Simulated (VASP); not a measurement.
# MgGe2 (P4/mmm) in VASP: further runs, part 2 of 2

VASP 6.6.1.

## 4. Relaxation of cell and atoms, PBE

File INCAR:

```
SYSTEM = MgGe2
ALGO = Normal
EDIFF = 1E-6
EDIFFG = -0.04
ENCUT = 600
GGA = PE
IBRION = 2
ISIF = 3
ISMEAR = 0
LASPH = .TRUE.
LCHARG = .FALSE.
LREAL = .FALSE.
LWAVE = .FALSE.
NELM = 100
NSW = 90
PREC = Accurate
SIGMA = 0.1
```

File KPOINTS:

```
k-points
0
G
  4 4 6
  0 0 0
```

File POSCAR:

```
MgGe2
1.0
    3.8024836900      0.0000000000      0.0000000000
    0.0000000000      3.8024836900      0.0000000000
    0.0000000000      0.0000000000      3.0202406900
Mg Ge
1 2
Direct
    0.0000000000      0.0000000000      0.5000000000
    0.0000000000      0.5000000000      0.0000000000
    0.5000000000      0.0000000000      0.0000000000
```

Started as:

```sh
> cat potpaw_PBE.64/Mg/POTCAR potpaw_PBE.64/Ge_d/POTCAR > POTCAR
> mpirun -np 1 vasp_std > vasp.out
```

It took 3.2 min on 1 thread of Intel Xeon 8259CL, shared host; peak memory 0.17 GiB.

The run converged. Its results:

```
Free energy                            : -10.0186 eV
Relaxed volume                         : 21.68 Å³/atom
Relaxed cell                           : a = 4.319 Å, b = 4.319 Å, c = 3.488 Å, α = 90.00°, β = 90.00°, γ = 90.00°
Space group after relaxing (to 0.05 Å) : P4/mmm (No. 123)
Energy gained by relaxing              : 700.9 meV/atom
Ionic steps                            : 9
Pressure after relaxing                : -0.1 GPa
Band gap on the k mesh                 : zero (band 15 reaches 7.12 eV, above the bottom of band 16 at 1.72 eV)
```

The path:
```tsv
step	energy change (eV)	largest force (eV/Å)	pressure (GPa)	volume (Å³)
1	0.0000	0.0000	43.24	43.67
2	-1.9639	0.0000	-4.76	73.50
3	-2.0976	0.0000	0.56	64.40
4	-2.0990	0.0000	0.05	65.21
5	-2.0983	0.0000	-0.38	65.70
6	-2.1017	0.0000	-0.11	65.23
7	-2.1026	0.0000	0.21	64.80
8	-2.1026	0.0000	0.18	64.84
9	-2.1028	0.0000	-0.06	65.05
```

Final structure:
```
CELL_PARAMETERS angstrom
4.31883 0.00000 0.00000
0.00000 4.31883 0.00000
0.00000 0.00000 3.48775
ATOMIC_POSITIONS crystal
Mg 0.00000 0.00000 0.50000
Ge 0.00000 0.50000 0.00000
Ge 0.50000 0.00000 0.00000
```

Levels at points of the mesh, in eV from the Fermi level:
```
           k point  band 11  band 12  band 13  band 14  band 15  band 16  band 17  band 18  band 19
(0.00, 0.00, 0.00)   -10.94    -5.76    -2.49    -2.49     0.98     1.96     4.26     4.28     4.28
(0.50, 0.00, 0.00)    -9.36    -8.90    -1.05    -0.94     0.25     0.78     2.43     2.74     5.77
(0.50, 0.50, 0.00)    -8.32    -8.32    -5.79    -3.71     3.04     3.04     5.37     6.73     6.83
(0.00, 0.00, 0.50)    -9.49    -5.03    -4.36    -1.24    -1.24    -0.08     3.57     3.80     3.80
(0.50, 0.00, 0.50)    -7.91    -7.56    -3.47    -2.92     0.25     0.54     1.50     2.10     4.88
(0.50, 0.50, 0.50)    -6.99    -6.99    -4.25    -2.44    -2.44    -2.36     0.20     2.73     6.70
```

Caveat: the k points lie up to 0.36 Å⁻¹ apart in the final cell; the volume moved by over 15 % at a fixed basis, so the end points are rough.

## 5. Single point, PBE

This run uses another cell than the first one, of 21.29 Å³/atom, 1.462 times its volume.

File INCAR:

```
SYSTEM = MgGe2
PREC = Accurate ; ENCUT = 520
EDIFF = 1E-6 ; ISMEAR = 0
SIGMA = 0.1 ; LREAL = .False.
LASPH = .True. ; NELM = 100
ALGO = Normal ; ISIF = 2
LWAVE = .False. ; LCHARG = .True.
GGA = PE ; LELF = .True.
LVHAR = .True. ; NBANDS = 22
```

File KPOINTS:

```
Automatic mesh
0
Gamma
  12 12 14
  0 0 0
```

File POSCAR:

```
MgGe2
1.0
    3.8523135313      0.0000000000      0.0000000000
    0.0000000000      3.8523135313      0.0000000000
    0.0000000000      0.0000000000      4.3035429539
Mg Ge
1 2
Direct
    0.0000000000      0.0000000000      0.5000000000
    0.0000000000      0.5000000000      0.0000000000
    0.5000000000      0.0000000000      0.0000000000
```

Started as:

```sh
> cat potpaw_PBE.64/Mg/POTCAR potpaw_PBE.64/Ge_d/POTCAR > POTCAR
> mpirun -np 1 vasp_std > vasp.out
```

It took 5.4 min on 1 thread of Intel Xeon 8259CL, shared host; peak memory 0.4 GiB.

Results (log left out):

* Free energy: -10.3867 eV
* Pressure: 0.0 GPa
* Band gap on the k mesh: zero (band 15 reaches 5.94 eV, above the bottom of band 16 at 2.28 eV)

Stress tensor (GPa, compression positive):
```
 0.05  0.00  0.00
 0.00  0.05  0.00
 0.00  0.00 -0.06
```

Levels at points of the mesh, in eV from the Fermi level:
```csv
k point,band 13,band 14,band 15,band 16,band 17,band 18
"(0.00, 0.00, 0.00)",-2.65,-2.00,-2.00,0.00,3.03,4.17
"(0.50, 0.00, 0.00)",-0.57,-0.01,0.34,1.08,1.26,2.18
"(0.50, 0.50, 0.00)",-5.83,-4.53,0.73,0.73,3.60,4.23
"(0.00, 0.00, 0.50)",-3.17,-1.65,-1.65,1.69,3.62,4.68
"(0.50, 0.00, 0.50)",-3.66,-2.94,0.73,1.45,1.87,2.72
"(0.50, 0.50, 0.50)",-5.27,-4.13,-1.95,-1.95,0.01,2.28
```

## 6. Relaxation of cell and atoms, PBE

This run uses another cell than the first one, of 21.78 Å³/atom, 1.496 times its volume.

File INCAR:

```
PREC = Accurate
ENCUT = 600
EDIFF = 1E-6
ISMEAR = 0
SIGMA = 0.1
LREAL = False
LASPH = True
NELM = 80
ALGO = Normal
ISIF = 3
LWAVE = False
LCHARG = False
GGA = PE
IBRION = 2
NSW = 100
EDIFFG = -0.01
```

File KPOINTS:

```
Automatic mesh
0
Gamma
  12 12 14
```

File POSCAR:

```
MgGe2
1.0
    4.3223173854      0.0000000000      0.0000000000
    0.0000000000      4.3223173854      0.0000000000
    0.0000000000      0.0000000000      3.4976144245
Mg Ge
1 2
Direct
    0.0000000000      0.0000000000      0.5000000000
    0.0000000000      0.5000000000      0.0000000000
    0.5000000000      0.0000000000      0.0000000000
```

Potentials or basis: VASP PAW PBE potentials, release 64 (Mg, Ge_d).

Started as:

```sh
> cat potpaw_PBE.64/Mg/POTCAR potpaw_PBE.64/Ge_d/POTCAR > POTCAR
> mpirun -np 1 vasp_std > vasp.out
```

It took 82 min on 1 thread of Intel Xeon Platinum 8259CL at 2.50GHz (Skylake/Cascade Lake), shared host; peak memory 0.48 GiB.

The run converged. Its results:

| Item | Value |
| --- | --- |
| Free energy | -10.3844 eV |
| Relaxed volume | 21.26 Å³/atom |
| Relaxed cell | a = 3.853 Å, b = 3.853 Å, c = 4.295 Å, α = 90.00°, β = 90.00°, γ = 90.00° |
| Space group after relaxing (to 0.05 Å) | P4/mmm (No. 123) |
| Energy gained by relaxing | 130.3 meV/atom |
| Ionic steps | 20 |
| Pressure after relaxing | 0.0 GPa |
| Band gap on the k mesh | zero (band 15 reaches 5.96 eV, above the bottom of band 16 at 2.28 eV) |

Stress tensor (GPa, compression positive):
```
 0.03  0.00  0.00
 0.00  0.03  0.00
 0.00  0.00 -0.05
```

Step by step:
```csv
step,energy change (eV),largest force (eV/Å),pressure (GPa),volume (Å³)
1,0.0000,0.0000,-0.07,65.34
2,-0.0036,0.0000,-0.13,65.25
3,-0.0215,0.0000,0.13,64.96
4,-0.0810,0.0000,0.42,64.28
5,-0.2635,0.0000,1.25,62.57
6,-0.1593,0.0000,7.49,57.90
7,-0.3533,0.0000,2.81,60.92
8,-0.3510,0.0000,3.76,60.10
9,-0.3557,0.0000,3.39,60.35
10,-0.3569,0.0000,3.39,60.38
11,-0.3589,0.0000,3.06,60.46
12,-0.3591,0.0000,3.33,60.49
13,-0.3610,0.0000,3.08,60.58
14,-0.3664,0.0000,2.84,60.87
15,-0.3755,0.0000,2.28,61.45
16,-0.3873,0.0000,1.18,62.61
17,-0.3869,0.0000,-0.97,64.99
18,-0.3908,0.0000,-0.25,63.89
19,-0.3907,0.0000,0.36,63.59
20,-0.3908,0.0000,0.01,63.77
```

Final structure:
```yaml
crystal:
  lattice:
    - [3.85319, 0.00000, 0.00000]
    - [0.00000, 3.85319, 0.00000]
    - [0.00000, 0.00000, 4.29488]
  atoms:
    - { symbol: Mg, position: [0.00000, 0.00000, 0.50000] }
    - { symbol: Ge, position: [0.00000, 0.50000, 0.00000] }
    - { symbol: Ge, position: [0.50000, 0.00000, 0.00000] }
```

Levels at points of the mesh, in eV from the Fermi level:
| k point | band 11 | band 12 | band 13 | band 14 | band 15 | band 16 | band 17 | band 18 | band 19 |
| --- | --- | --- | --- | --- | --- | --- | --- | --- | --- |
| (0.00, 0.00, 0.00) | -11.81 | -3.66 | -2.63 | -2.00 | -2.00 | 0.02 | 3.02 | 4.18 | 7.01 |
| (0.50, 0.00, 0.00) | -9.58 | -9.17 | -0.55 | 0.00 | 0.33 | 1.07 | 1.25 | 2.18 | 2.23 |
| (0.50, 0.50, 0.00) | -7.87 | -7.87 | -5.84 | -4.53 | 0.74 | 0.74 | 3.61 | 4.25 | 4.25 |
| (0.00, 0.00, 0.50) | -11.33 | -5.78 | -3.18 | -1.65 | -1.65 | 1.68 | 3.62 | 4.67 | 4.67 |
| (0.50, 0.00, 0.50) | -9.09 | -8.76 | -3.66 | -2.95 | 0.72 | 1.45 | 1.86 | 2.71 | 6.19 |
| (0.50, 0.50, 0.50) | -7.46 | -7.46 | -5.27 | -4.13 | -1.95 | -1.95 | 0.01 | 2.28 | 10.11 |

## 7. Overview

```tsv
task	cell	k mesh	cutoff (eV)	gap on the mesh (eV)	pressure (GPa)	relaxed volume (Å³/atom)
single point	a = 3.802, b = 3.802, c = 3.020 Å, 3 atoms	4 × 4 × 6	520	none	43.3	-
single point	a = 4.322, b = 4.322, c = 3.498 Å, 3 atoms	4 × 4 × 6	520	none	0.0	-
relaxation of cell and atoms	relaxed from a = 3.802, b = 3.802, c = 3.020 Å, 3 atoms	4 × 4 × 6	600	none	-0.1	21.68
single point	a = 3.852, b = 3.852, c = 4.304 Å, 3 atoms	12 × 12 × 14	520	none	0.0	-
relaxation of cell and atoms	relaxed from a = 4.322, b = 4.322, c = 3.498 Å, 3 atoms	12 × 12 × 14	600	none	0.0	21.26
```

Alike in all rows: level PBE; potentials or basis VASP PAW PBE potentials, release 64 (Mg, Ge_d); no spin polarisation; smearing gaussian 0.1 eV.

Caveats: some runs use coarse meshes; the volume moved by over 15 % at a fixed basis, so the end points are rough (some runs).

Absolute energies hang on the potentials; compare differences alone.
